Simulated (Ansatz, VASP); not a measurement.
# Si2W in VASP and in Ansatz

The input INCAR:

```
SYSTEM = Si2W
PREC = Accurate
ENCUT = 520
EDIFF = 1E-7
ISMEAR = 0
SIGMA = 0.03
LREAL = .FALSE.
LASPH = .TRUE.
NELM = 80
ALGO = Normal
ISIF = 2
LWAVE = .FALSE.
LCHARG = .FALSE.
GGA = PE
NBANDS = 43
```

File KPOINTS:

```
Automatic mesh
0
G
  9 9 6
  0 0 0
```

The input POSCAR:

```
Si2W
1.0
    4.4975331999      0.0000000000      0.0000000000
   -2.2487666000      3.8949780055      0.0000000000
    0.0000000000      0.0000000000      6.9968123992
Si W
6 3
Direct
    0.8613670885      0.7227341769      0.5000000000
    0.1386329115      0.8613670885      0.8333333333
    0.7227341769      0.8613670885      0.1666666667
    0.1386329115      0.2772658231      0.5000000000
    0.8613670885      0.1386329115      0.8333333333
    0.2772658231      0.1386329115      0.1666666667
    0.0000000000      0.5000000000      0.1666666667
    0.5000000000      0.5000000000      0.8333333333
    0.5000000000      0.0000000000      0.5000000000
```

Input for Ansatz:

```yaml
crystal:
  lattice:
    - [4.4975331999, 0.0, 0.0]
    - [-2.2487666, 3.8949780055, 0.0]
    - [0.0, 0.0, 6.9968123992]
  atoms:
    - { symbol: Si, position: [0.8613670885, 0.7227341769, 0.5] }
    - { symbol: Si, position: [0.1386329115, 0.8613670885, 0.8333333333] }
    - { symbol: Si, position: [0.7227341769, 0.8613670885, 0.1666666667] }
    - { symbol: Si, position: [0.1386329115, 0.2772658231, 0.5] }
    - { symbol: Si, position: [0.8613670885, 0.1386329115, 0.8333333333] }
    - { symbol: Si, position: [0.2772658231, 0.1386329115, 0.1666666667] }
    - { symbol: W, position: [0.0, 0.5, 0.1666666667] }
    - { symbol: W, position: [0.5, 0.5, 0.8333333333] }
    - { symbol: W, position: [0.5, 0.0, 0.5] }
basis:
  ecutwfc: 420
kpoints:
  mp_grid: { grid: [9, 9, 6] }
hamiltonian:
  xc: pbe
  pseudopotentials: { kind: paw, azcp: { folder: soft_1 } }
scf:
  occupations: { method: gaussian, width: 0.03 }
output:
  forces: true
  stress: true
  eigenvalues: true
```

Alike in both runs: task single point; functional PBE; k mesh 9 × 9 × 6; occupations gaussian, width 0.03 eV; no spin polarisation.

|  | VASP | Ansatz |
| --- | --- | --- |
| version | VASP 6.6.1 | Ansatz 0.2.0 |
| potentials or method | VASP PAW PBE potentials, release 64 (Si, W_sv), cutoff 520 eV | scalar-relativistic, plane waves, PAW |
| valence electrons in the cell | 66 | 66 |

```tsv
	VASP	Ansatz	Ansatz less VASP
gap on the k mesh at the Fermi level (eV)	none	none	-
pressure (GPa)	9.1	9.1	+0.05
traceless stress, the component that is largest in VASP (GPa)	-19.97	-19.99	-0.016
rms of the force components (eV/Å)	2.527	2.538	+0.0111
```

Atom by atom the forces differ by 0.011 eV/Å (rms over components). A gap of «none» marks a metal or a gap that the smearing closes.

Neither program's run includes spin-orbit coupling.
